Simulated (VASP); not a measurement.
Here is a VASP 6.6.1 calculation.

The input INCAR:

```
PREC = Accurate
ENCUT = 520
EDIFF = 1E-7
ISMEAR = 0
SIGMA = 0.1
LREAL = False
LASPH = True
NELM = 60
ALGO = Normal
ISIF = 2
LWAVE = False
LCHARG = False
GGA = PE
NBANDS = 21
```

File KPOINTS:

```
regular mesh
0
Gamma
  6 6 6
```

Contents of POSCAR:

```
Si2C
1.0
   -2.8332947256      2.8332947256      2.3584378083
    2.8332947256     -2.8332947256      2.3584378083
    2.8332947256      2.8332947256     -2.3584378083
Si C
4 2
Direct
    0.6670000000      0.1670000000      0.8340000000
    0.1670000000      0.3330000000      0.5000000000
    0.3330000000      0.8330000000      0.1660000000
    0.8330000000      0.6670000000      0.5000000000
    0.2500000000      0.2500000000      0.0000000000
    0.7500000000      0.7500000000      0.0000000000
```

Potentials or basis: VASP PAW PBE potentials, release 64 (Si, C).

Run with:

```bash
$ cat potpaw_PBE.64/Si/POTCAR potpaw_PBE.64/C/POTCAR > POTCAR
$ mpirun -np 1 vasp_std > vasp.out
```

Problem. Predict the pressure.

Solution. -8.2 GPa.

Problem. Predict the band gap on the k mesh.

Solution. Zero (band 12 reaches 10.87 eV, above the bottom of band 13 at 7.14 eV).

Forces on the atoms (eV/Å):
```
Si   0.138  0.138  0.000
Si  -0.138  0.138  0.000
Si  -0.138 -0.138  0.000
Si   0.138 -0.138  0.000
C    0.000  0.000  0.000
C    0.000  0.000  0.000
```
